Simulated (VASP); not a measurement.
Input of a VASP 6.6.1 run:

The input INCAR:

```
SYSTEM = Mg
  ALGO = Normal
  EDIFF = 1E-7
  ENCUT = 520
  GGA = PE
  ISIF = 2
  ISMEAR = 0
  LASPH = .TRUE.
  LCHARG = .FALSE.
  LREAL = .FALSE.
  LWAVE = .FALSE.
  NBANDS = 9
  NELM = 60
  PREC = Accurate
  SIGMA = 0.15
```

KPOINTS

```
k-points
0
G
  18 18 10
  0 0 0
```

POSCAR

```
Mg
1.0
    3.0809006712      0.0000000000      0.0000000000
   -1.5404503356      2.6681382478      0.0000000000
    0.0000000000      0.0000000000      5.0019168000
Mg
2
Direct
    0.3333333333      0.6666666667      0.2500000000
    0.6666666667      0.3333333333      0.7500000000
```

Potentials or basis: VASP PAW PBE potentials, release 64 (Mg).

Launch:

```bash
$ cat potpaw_PBE.64/Mg/POTCAR > POTCAR
$ mpirun -np 1 vasp_std > vasp.out
```

(1) Estimate the pressure.

(2) What does it give for the band gap on the k mesh?

## Answers

(1) 4.8 GPa.

(2) zero (bands 2 and 3 overlap by 2.21 eV).

Caveat: the cell differs from its parent crystal (strain -0.040 along x and y, -0.040 along z); the cell stands under pressure.
